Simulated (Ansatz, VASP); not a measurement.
**Two plane-wave programs on SnS2**

```xyz
3
Lattice="3.7104 0.0000 0.0000 -1.8552 3.2133 0.0000 0.0000 0.0000 5.9831" Properties=species:S:1:pos:R:3 pbc="T T T"
Sn    0.0000    0.0000    0.0000
S     0.0000    2.1422    1.4958
S     1.8552    1.0711    4.4873
```

Alike in both runs: task single point; functional LDA; k mesh 5 × 5 × 3; no spin polarisation.

```csv
,VASP,Ansatz
version,VASP 6.6.1,Ansatz 0.2.0
potentials or method,"VASP PAW LDA potentials, release 64 (Sn_d, S), cutoff 500 eV","plane waves, PAW"
occupations,"gaussian, width 0.01 eV",fixed
valence electrons in the cell,26,26
```

```tsv
	VASP	Ansatz	Ansatz less VASP
pressure (GPa)	-4.8	-4.8	+0.03
traceless stress, the component that is largest in VASP (GPa)	0.08	0.09	+0.001
```

LDA's correlation is that of Perdew and Zunger in VASP and of Perdew and Wang (1992) in Ansatz.
